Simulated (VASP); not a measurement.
# CO in VASP: a series of runs

CO is run at these levels: PBE+D3(BJ); tasks: single point.

Everything below comes from runs of VASP 6.6.1. Logs are shortened: lines on timing, memory, paths and dates and some standing lists are left out, and cuts for length are marked.

### Step 1. The cell of the first run

The cell holds a disordered packing, 12 atoms: a = 7.034 Å, b = 7.034 Å, c = 7.034 Å, α = 90.00°, β = 90.00°, γ = 90.00°.

### Step 2. Single point, PBE+D3(BJ)

The input, INCAR:

```
  PREC = Accurate
  ENCUT = 1000
  EDIFF = 1E-6
  ISMEAR = -1
  SIGMA = 0.02
  LREAL = F
  LASPH = T
  NELM = 120
  ALGO = Normal
  ISIF = 2
  LWAVE = F
  LCHARG = F
  GGA = PE
  IVDW = 12
  NBANDS = 42
  GGA_COMPAT = F
```

The input, KPOINTS:

```
regular mesh
0
Gamma
  1 1 1
```

The input, POSCAR:

```
CO
1.0
    7.0338500000      0.0000000000      0.0000000000
    0.0000000000      7.0338500000      0.0000000000
    0.0000000000      0.0000000000      7.0338500000
O C
6 6
Direct
    0.8777269916      0.5916674368      0.3578694456
   -0.1413166331      0.2257511889     -0.0373764013
    0.2476595321      0.7951548583      0.8839255884
    0.4685058681      0.4362049233      0.3504339729
    0.3731953340      0.0677580557      0.3846684248
    0.6893522040      0.6144430148      0.7274821044
    0.9359454637      0.7307235724      0.3058637873
   -0.0586307641      0.0958934296      0.0187237430
    0.1190670827      0.7131371866      0.8321474015
    0.4016861321      0.4388634958      0.2064587672
    0.3811852684     -0.0763166687      0.4606296694
    0.7008537288      0.7764737661      0.7329272020
```

Potentials or basis: VASP PAW PBE potentials, release 64 (O_h, C_h).

The run is started by

```console
$ cat potpaw_PBE.64/O_h/POTCAR potpaw_PBE.64/C_h/POTCAR > POTCAR
$ mpirun -np 1 vasp_gam > vasp.out
```

OUTCAR:

```text
PREC = Accurate
   ENCUT = 1000
   EDIFF = 1E-6
   ISMEAR = -1
   LREAL = F
   LASPH = T
   NELM = 120
   ISIF = 2
   GGA = PE
   IVDW = 12
 IVDW          = 12

 ion  position               nearest neighbor table
   1  0.878  0.592  0.358-   7 1.12
   2  0.859  0.226  0.963-   8 1.15
   3  0.248  0.795  0.884-   9 1.13
   4  0.469  0.436  0.350-  10 1.12
   5  0.373  0.068  0.385-  11 1.15
   6  0.689  0.614  0.727-  12 1.14
   7  0.936  0.731  0.306-   1 1.12
   8  0.941  0.096  0.019-   2 1.15
   9  0.119  0.713  0.832-   3 1.13
  10  0.402  0.439  0.206-   4 1.12
  11  0.381  0.924  0.461-   5 1.15
  12  0.701  0.776  0.733-   6 1.14

  LATTYP: Found a simple cubic cell.
 ALAT       =     7.0338500000

  Lattice vectors:

 A1 = (   7.0338500000,   0.0000000000,   0.0000000000)
 A2 = (   0.0000000000,   7.0338500000,   0.0000000000)
 A3 = (   0.0000000000,   0.0000000000,   7.0338500000)

Analysis of symmetry for initial positions (statically):
=====================================================================
 Subroutine PRICEL returns:
 Original cell was already a primitive cell.

 Routine SETGRP: Setting up the symmetry group for a
 simple cubic supercell.

 Subroutine GETGRP returns: Found  1 space group operations
 (whereof  1 operations were pure point group operations)
 out of a pool of 48 trial point group operations.

The static configuration has the point symmetry C_1 .

Analysis of symmetry for dynamics (positions and initial velocities):
=====================================================================
 Subroutine PRICEL returns:
 Original cell was already a primitive cell.

 Routine SETGRP: Setting up the symmetry group for a
 simple cubic supercell.

 Subroutine GETGRP returns: Found  1 space group operations
 (whereof  1 operations were pure point group operations)
 out of a pool of 48 trial point group operations.

The dynamic configuration has the point symmetry C_1 .

 Subroutine INISYM returns: Found  1 space group operations
 (whereof  1 operations are pure point group operations),
 and found     1 'primitive' translations

----------------------------------------------------------------------------------------

                                     Primitive cell

  volume of cell :     348.0001

  direct lattice vectors                    reciprocal lattice vectors
     7.033850000  0.000000000  0.000000000     0.142169651  0.000000000  0.000000000
     0.000000000  7.033850000  0.000000000     0.000000000  0.142169651  0.000000000
     0.000000000  0.000000000  7.033850000     0.000000000  0.000000000  0.142169651

  length of vectors
     7.033850000  7.033850000  7.033850000     0.142169651  0.142169651  0.142169651

  position of ions in fractional coordinates (direct lattice)
     0.877726992  0.591667437  0.357869446
     0.858683367  0.225751189  0.962623599
     0.247659532  0.795154858  0.883925588
     0.468505868  0.436204923  0.350433973
     0.373195334  0.067758056  0.384668425
     0.689352204  0.614443015  0.727482104
     0.935945464  0.730723572  0.305863787
     0.941369236  0.095893430  0.018723743
     0.119067083  0.713137187  0.832147402
     0.401686132  0.438863496  0.206458767
     0.381185268  0.923683331  0.460629669
     0.700853729  0.776473766  0.732927202

  ion indices of the primitive-cell ions
   primitive index   ion index
                 1           1
                 2           2
                 3           3
                 4           4
                 5           5
                 6           6
                 7           7
                 8           8
                 9           9
                10          10
                11          11
                12          12

----------------------------------------------------------------------------------------

 KPOINTS: regular mesh

Automatic generation of k-mesh.
 Grid dimensions read from file:
 generate k-points for:    1    1    1

 Generating k-lattice:

  Cartesian coordinates                     Fractional coordinates (reciprocal lattice)
     0.142169651  0.000000000  0.000000000     1.000000000  0.000000000  0.000000000
     0.000000000  0.142169651  0.000000000     0.000000000  1.000000000  0.000000000
     0.000000000  0.000000000  0.142169651     0.000000000  0.000000000  1.000000000

  Length of vectors
     0.142169651  0.142169651  0.142169651

  Shift w.r.t. Gamma in fractional coordinates (k-lattice)
     0.000000000  0.000000000  0.000000000

 Subroutine IBZKPT returns following result:
 ===========================================

 Found      1 irreducible k-points:

 Following reciprocal coordinates:
            Coordinates               Weight
  0.000000  0.000000  0.000000      1.000000
   k-points           NKPTS =      1   k-points in BZ     NKDIM =      1   number of bands    NBANDS=     42
   number of dos      NEDOS =    301   number of ions     NIONS =     12
   total plane-waves  NPLWV = 512000
   dimension x,y,z NGX =    80 NGY =   80 NGZ =   80
   dimension x,y,z NGXF=   160 NGYF=  160 NGZF=  160
   ions per type =               6   6
   NGX,Y,Z   is equivalent  to a cutoff of  18.91, 18.91, 18.91 a.u.
   NGXF,Y,Z  is equivalent  to a cutoff of  37.82, 37.82, 37.82 a.u.
 SYSTEM =  unknown system
   PREC   = accura    normal or accurate (medium, high low for compatibility)
   ISTART =      0    job   : 0-new  1-cont  2-samecut
   ICHARG =      2    charge: 1-file 2-atom 10-const
   ISPIN  =      1    spin polarized calculation?
   LNONCOLLINEAR =      F non collinear calculations
   LSORBIT =      F    spin-orbit coupling
   LASPH  =      T    aspherical Exc in radial PAW
   ENCUT  = 1000.0 eV  73.50 Ry    8.57 a.u.  18.14 18.14 18.14*2*pi/ulx,y,z
   NELM   =    120;   NELMIN=  2; NELMDL= -5     # of ELM steps
   EDIFF  = 0.1E-05   stopping-criterion for ELM
   LREAL  =      F    real-space projection
   EDIFFG = 0.1E-04   stopping-criterion for IOM
   NSW    =      0    number of steps for IOM
   IBRION =     -1    ionic relax: 0-MD 1-quasi-New 2-CG
   NFREE  =      0    steps in history (QN), initial steepest desc. (CG)
   ISIF   =      2    stress and relaxation
   ISYM   =      2    0-nonsym 1-usesym 2-fastsym
   POTIM  = 0.5000    time-step for ionic-motion
   TEBEG  =    0.0;   TEEND  =   0.0 temperature during run
   PSTRESS=    0.0 pullay stress
   NELECT =      60.0000    total number of electrons
   NUPDOWN=      -1.0000    fix difference up-down
   EMIN   =  10.00;   EMAX   =-10.00  energy-range for DOS
   EFERMI =   0.00;   METHOD = LEGACY
   ISMEAR =    -1;   SIGMA  =   0.02  broadening in eV -4-tet -1-fermi 0-gaus
   EFERMI_NEDOS =   21; number of points for ismear=-14 and -15
   IALGO  =     38    algorithm
   IMIX   =      4    mixing-type and parameters
     AMIX     =   0.40;   BMIX     =  1.00
     AMIX_MAG =   1.60;   BMIX_MAG =  1.00
  volume/ion in A,a.u.               =      29.00       195.70
  Fermi-wavevector in a.u.,A,eV,Ry     =   0.911169  1.721859 11.295944  0.830228
  Thomas-Fermi vector in A             =   2.035417
   LORBIT       =      0    0 simple, 1 ext, 2 COOP (PROOUT), +10 PAW based schemes
   GGA     = PE    functional components
   LHFCALC =     F    Hartree Fock is set to
   AEXX    =    0.0000 exact exchange contribution
   IVDW    =    12    specifies the selected vdW correction
   LEPSILON=     F    determine dielectric tensor
   LRPA    =     F    only Hartree local field effects (RPA)
 non-spin polarized calculation
  energy-cutoff  :     1000.00
  volume of cell :      348.00
 maximum number of plane-waves:     12443
 NGX is ok and might be reduce to    80
   NGX = 37   NGY = 37   NGZ = 37

 number of electron      60.0000000 magnetization

 Free energy of the ion-electron system (eV)
  ---------------------------------------------------
  ext. energy  EPLUGINS =         0.00000000
  ---------------------------------------------------
  free energy    TOTEN  =       -89.43701796 eV

  energy without entropy =      -89.43701796  energy(sigma->0) =      -89.43701796

 E-fermi :  -5.0925     XC(G=0):  -5.5175

 val. band max:       -5.5745488758   @ k =   0.0000   0.0000   0.0000
 cond. band min:       0.1079885167   @ k =   0.0000   0.0000   0.0000
 fundamental gap:      5.6825373925
 Fermi energy:        -5.0924636881

 k-point     1 :       0.0000    0.0000    0.0000
  band No.  band energies     occupation
      1     -26.5421      2.00000
      2     -26.4658      2.00000
      3     -26.2333      2.00000
      4     -26.1773      2.00000
      5     -25.9516      2.00000
      6     -25.8673      2.00000
[... 34 lines left out ...]
     41       1.4702      0.00000
     42       1.8011      0.00000

------------------------ aborting loop because EDIFF is reached ----------------------------------------

 Edisp (eV)   -0.55613

 E8    (eV) :    -0.1447

  FORCE on cell =-STRESS in cart. coord.  units (eV):
  Direction    XX          YY          ZZ          XY          YZ          ZX
  --------------------------------------------------------------------------------------
  -------------------------------------------------------------------------------------
  Total       0.91576    -0.91471     2.19360     1.56816     0.24064     0.15748
  in kB       4.21614    -4.21128    10.09925     7.21974     1.10790     0.72502
  external pressure =        3.37 kB  Pullay stress =        0.00 kB

 VOLUME and BASIS-vectors are now :
 -----------------------------------------------------------------------------
  energy-cutoff  :     1000.00
  volume of cell :      348.00
      direct lattice vectors                 reciprocal lattice vectors
     7.033850000  0.000000000  0.000000000     0.142169651  0.000000000  0.000000000
     0.000000000  7.033850000  0.000000000     0.000000000  0.142169651  0.000000000
     0.000000000  0.000000000  7.033850000     0.000000000  0.000000000  0.142169651

 POSITION                                       TOTAL-FORCE (eV/Angst)
 -----------------------------------------------------------------------------------
      6.17380      4.16170      2.51720        -0.528028     -1.462958      0.391762
      6.03985      1.58790      6.77095         0.878992     -1.407330      0.654122
      1.74200      5.59300      6.21740         0.202614      0.071468      0.096144
      3.29540      3.06820      2.46490         0.960849      0.161758      1.956758
      2.62500      0.47660      2.70570         0.005312     -1.412527      0.676074
      4.84880      4.32190      5.11700        -0.102046      0.955512      0.132286
      6.58330      5.13980      2.15140         0.649239      1.360092     -0.443507
      6.62145      0.67450      0.13170        -0.941667      1.620663     -0.676411
      0.83750      5.01610      5.85320         0.027519     -0.145394     -0.053365
      2.82540      3.08690      1.45220        -0.935459      0.137308     -2.043638
      2.68120      6.49705      3.24000        -0.100903      1.118697     -0.699976
      4.92970      5.46160      5.15530        -0.116422     -0.997288      0.009751
 -----------------------------------------------------------------------------------
    total drift:                               -0.000000      0.000707     -0.000875

  FREE ENERGIE OF THE ION-ELECTRON SYSTEM (eV)
  ---------------------------------------------------
  free  energy   TOTEN  =       -89.9931503191 eV

  energy  without entropy=      -89.9931503191  energy(sigma->0) =      -89.99315032
```

Run time: 66 s. Hardware: 1 thread of AMD EPYC 7R13 (Zen 3), shared host; peak memory 0.85 GiB.

Results:

```yaml
Free_energy: -89.9932 eV
Pressure: 0.3 GPa
Largest_force: 2.252 eV/Å
Dispersion_energy_per_atom: -0.046 eV
```

Forces on the atoms (eV/Å):
```
O   -0.528 -1.463  0.392
O    0.879 -1.407  0.654
O    0.203  0.071  0.096
O    0.961  0.162  1.957
O    0.005 -1.413  0.676
O   -0.102  0.956  0.132
C    0.649  1.360 -0.444
C   -0.942  1.621 -0.676
C    0.028 -0.145 -0.053
C   -0.935  0.137 -2.044
C   -0.101  1.119 -0.700
C   -0.116 -0.997  0.010
```

Stress tensor (GPa, compression positive):
```
 0.42  0.72  0.07
 0.72 -0.42  0.11
 0.07  0.11  1.01
```

Caveat: the k points lie up to 0.89 Å⁻¹ apart, too coarse for converged energies, forces and pressures; the atoms stand as in a frame of molecular dynamics.

### Step 3. Single point, PBE+D3(BJ)

The input, INCAR:

```
SYSTEM = CO
PREC     = Accurate       ! precision mode
ENCUT    = 1000           ! plane-wave cutoff, eV
EDIFF    = 1E-6           ! SCF threshold, eV
ISMEAR   = -1             ! smearing method
SIGMA    = 0.02           ! smearing width, eV
LREAL    = .FALSE.        ! projectors in reciprocal space
LASPH    = .TRUE.         ! aspherical terms in the spheres
NELM     = 120            ! most SCF steps
ALGO     = Normal         ! electronic algorithm
ISIF     = 2              ! what is computed and relaxed
LWAVE    = .FALSE.        ! write WAVECAR
LCHARG   = .TRUE.         ! write CHGCAR
GGA      = PE             ! functional
IVDW     = 12             ! dispersion correction
LELF     = .TRUE.         ! ELF
LVHAR    = .TRUE.       
NBANDS   = 42             ! bands
GGA_COMPAT= .FALSE.
```

The input, KPOINTS:

```
regular mesh
0
G
  1 1 1
  0 0 0
```

The input, POSCAR:

```
CO
1.0
    7.0338500000      0.0000000000      0.0000000000
    0.0000000000      7.0338500000      0.0000000000
    0.0000000000      0.0000000000      7.0338500000
O C
6 6
Direct
    0.9405220547      0.5409746248      0.2969929886
   -0.0252872958      0.1038136619      0.0253162834
    0.2323612428      0.7072656810      0.9295945144
    0.3786302726      0.4456832993      0.3389532303
    0.2555558476      0.0210444042      0.5376207202
    0.6415367720      0.6194789487      0.7003218276
    0.9137688524      0.6981647709      0.3240665184
    0.1029984788      0.1924413654     -0.0165684187
    0.1634818434      0.6384469237      0.8007071705
    0.4834071105      0.4380716483      0.2163402309
    0.3336697726     -0.0327578414      0.4070525692
    0.7218767484      0.6777234132      0.8276851653
```

Potentials or basis: VASP PAW PBE potentials, release 64 (O_h, C_h).

The run is started by

```console
$ cat potpaw_PBE.64/O_h/POTCAR potpaw_PBE.64/C_h/POTCAR > POTCAR
$ mpirun -np 1 vasp_gam > vasp.out
```

It took 55 s on 1 thread of AMD EPYC 9R45 (Zen 5), shared host; peak memory 0.88 GiB.

The run converged. Its results:

* Free energy: -90.3137 eV
* Pressure: -0.1 GPa
* Largest force: 0.245 eV/Å
* Dispersion energy per atom: -0.047 eV

Forces on the atoms (eV/Å):
```
O   -0.045  0.240  0.024
O    0.040  0.047 -0.036
O   -0.018 -0.006 -0.030
O    0.016 -0.002  0.001
O   -0.010  0.003  0.029
O   -0.012 -0.013 -0.017
C    0.062 -0.230 -0.027
C   -0.057 -0.043  0.031
C    0.007  0.010  0.034
C    0.000  0.000 -0.003
C    0.017 -0.005 -0.024
C    0.000 -0.001  0.018
```

Stress tensor (GPa, compression positive):
```
 0.01  0.06  0.00
 0.06 -0.28 -0.04
 0.00 -0.04 -0.07
```

Levels at points of the mesh, in eV from the Fermi level:
```
           k point  band 27  band 28  band 29  band 30  band 31  band 32  band 33  band 34
(0.00, 0.00, 0.00)    -0.86    -0.79    -0.71    -0.56     5.56     5.68     5.75     5.95
```

Caveat: the k points lie up to 0.89 Å⁻¹ apart, too coarse for converged energies, forces and pressures.

(Continued in part 2 of 2.)
